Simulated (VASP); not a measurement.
Set up this calculation in VASP 6.6.1, as the native input.

```
Task                               : single point
Functional                         : HSE06
Potentials or basis                : VASP PAW PBE potentials, release 64 (Be, Te)
Cutoff                             : 520 eV
k mesh                             : 6 × 6 × 6
Occupations                        : gaussian, width 0.01 eV
Spin                               : no spin polarisation
Dipole correction                  : no
Grid for exact exchange (PRECFOCK) : Normal
Further INCAR settings             : ALGO = Normal; EDIFF = 1e-06; NBANDS = 11
Share of exact exchange            : 0.25
Screening parameter                : 0.2079 1/Å
```

BeTe:

```
CELL_PARAMETERS angstrom
0.00000 2.83231 2.83231
2.83231 0.00000 2.83231
2.83231 2.83231 0.00000
ATOMIC_POSITIONS crystal
Be 0.00000 0.00000 0.00000
Te 0.25000 0.25000 0.25000
```

The input as run:

POSCAR

```
BeTe
1.0
    0.0000000000      2.8323125523      2.8323125523
    2.8323125523      0.0000000000      2.8323125523
    2.8323125523      2.8323125523      0.0000000000
Be Te
1 1
Direct
    0.0000000000      0.0000000000      0.0000000000
    0.2500000000      0.2500000000      0.2500000000
```

INCAR.step1

```
SYSTEM = BeTe
  PREC = Accurate
  ENCUT = 520
  EDIFF = 1E-5
  ISMEAR = 0
  SIGMA = 0.01
  LREAL = .FALSE.
  LASPH = .TRUE.
  NELM = 120
  ALGO = Normal
  ISIF = 2
  LWAVE = .TRUE.
  GGA = PE
  NBANDS = 11
  GGA_COMPAT = .FALSE.
```

INCAR.step2

```
SYSTEM = BeTe
  PREC = Accurate
  ENCUT = 520
  EDIFF = 1E-6
  ISMEAR = 0
  SIGMA = 0.01
  LREAL = .FALSE.
  LASPH = .TRUE.
  NELM = 120
  ALGO = Normal
  ISIF = 2
  LWAVE = .FALSE.
  LCHARG = .TRUE.
  GGA = PE
  LHFCALC = .TRUE.
  HFSCREEN = 0.2079
  PRECFOCK = Normal
  LELF = .TRUE.
  LVHAR = .TRUE.
  ISTART = 1
  NBANDS = 11
  GGA_COMPAT = .FALSE.
```

KPOINTS

```
regular mesh
0
G
  6 6 6
  0 0 0
```

Potentials or basis: VASP PAW PBE potentials, release 64 (Be, Te).

The run is started by

```sh
$ cat potpaw_PBE.64/Be/POTCAR potpaw_PBE.64/Te/POTCAR > POTCAR
$ cp INCAR.step1 INCAR
$ mpirun -np 1 vasp_std > vasp.out
$ cp INCAR.step2 INCAR
$ mpirun -np 1 vasp_std > vasp.out
```

It gave:

```json
{
 "Pressure": "-1.2 GPa",
 "Band gap on the k mesh": "2.68 eV (least direct gap 4.46 eV)"
}
```

Caveat: the PAW data sets were made with another functional, which shifts forces and pressure a little; spin-orbit coupling is left out, which moves the levels of the heavy elements.

Run time: 18 min on 1 thread of Oxide Virtual Turin-like Processor (shared host), peak memory 0.27 GiB.
